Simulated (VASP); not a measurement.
**TaN: single point with r2SCAN**

The system is TaN.

```
CELL_PARAMETERS angstrom
2.90166 0.00000 0.00000
-1.45083 2.51291 0.00000
0.00000 0.00000 5.89152
ATOMIC_POSITIONS crystal
Ta 0.00000 0.00000 0.00000
Ta 0.00000 0.00000 0.50000
N 0.33333 0.66667 0.25000
N 0.66667 0.33333 0.75000
```

```json
{
  "Program": "VASP 6.6.1",
  "Task": "single point",
  "Functional": "r2SCAN",
  "Potentials or basis": "VASP PAW PBE potentials, release 64 (Ta_pv, N)",
  "Cutoff": "520 eV",
  "k mesh": "24 × 24 × 10",
  "Occupations": "gaussian, width 0.15 eV",
  "Spin": "no spin polarisation",
  "Dipole correction": "no",
  "Further INCAR settings": "ALGO = Normal; EDIFF = 1e-06; NBANDS = 24"
}
```

```
Pressure               : 1.8 GPa
Band gap on the k mesh : zero (bands 16 and 17 overlap by 1.19 eV)
```

Levels at points of the mesh, in eV from the Fermi level:
| k point | band 13 | band 14 | band 15 | band 16 | band 17 | band 18 | band 19 | band 20 |
| --- | --- | --- | --- | --- | --- | --- | --- | --- |
| (0.00, 0.00, 0.00) | -3.76 | -2.19 | -2.19 | -0.22 | -0.22 | 0.64 | 0.64 | 2.42 |
| (0.50, 0.00, 0.00) | -4.45 | -3.89 | -3.05 | -2.27 | 3.06 | 4.26 | 5.08 | 5.53 |
| (0.00, 0.00, 0.50) | -4.12 | -4.12 | -0.71 | -0.71 | 1.05 | 1.05 | 1.05 | 1.05 |
| (0.50, 0.00, 0.50) | -4.63 | -4.63 | -2.35 | -2.35 | 4.14 | 4.14 | 5.01 | 5.01 |

Run time: 26 min on 1 thread of Intel Xeon 8259CL, with other jobs on the host, peak memory 0.43 GiB.

Caveat: the PAW data sets were made with another functional, which shifts forces and pressure a little; spin-orbit coupling is left out, which moves the levels of the heavy elements.
